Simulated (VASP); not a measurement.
A run of VASP 6.6.1:

File INCAR:

```
SYSTEM = Si
PREC = Accurate ; ENCUT = 520
EDIFF = 1E-6 ; ISMEAR = 0
SIGMA = 0.15 ; LREAL = .FALSE.
LASPH = .TRUE. ; NELM = 100
ALGO = Normal ; ISIF = 2
LWAVE = .FALSE. ; LCHARG = .FALSE.
GGA = PE ; NBANDS = 11
```

File KPOINTS:

```
Automatic mesh
0
G
  20 20 20
  0 0 0
```

POSCAR

```
Si
1.0
   -2.3713723045      2.3713723045      1.3292653899
    2.3713723045     -2.3713723045      1.3292653899
    2.3713723045      2.3713723045     -1.3292653899
Si
2
Direct
    0.1371557169      0.6371557169      0.5000000000
    0.5000000000      0.5000000000      0.0000000000
```

Potentials or basis: VASP PAW PBE potentials, release 64 (Si).

Launch:

```console
$ cat potpaw_PBE.64/Si/POTCAR > POTCAR
$ mpirun -np 1 vasp_std > vasp.out
```

Hardware: 1 thread of Intel Xeon 8259CL, on a shared host.

**Question.** Estimate the wall time of this run.

**Answer.** Wall time 8.2 min on 1 thread of Intel Xeon 8259CL, on a shared host, peak memory 0.4 GiB. Counts: scf iterations 10, k points 1166.
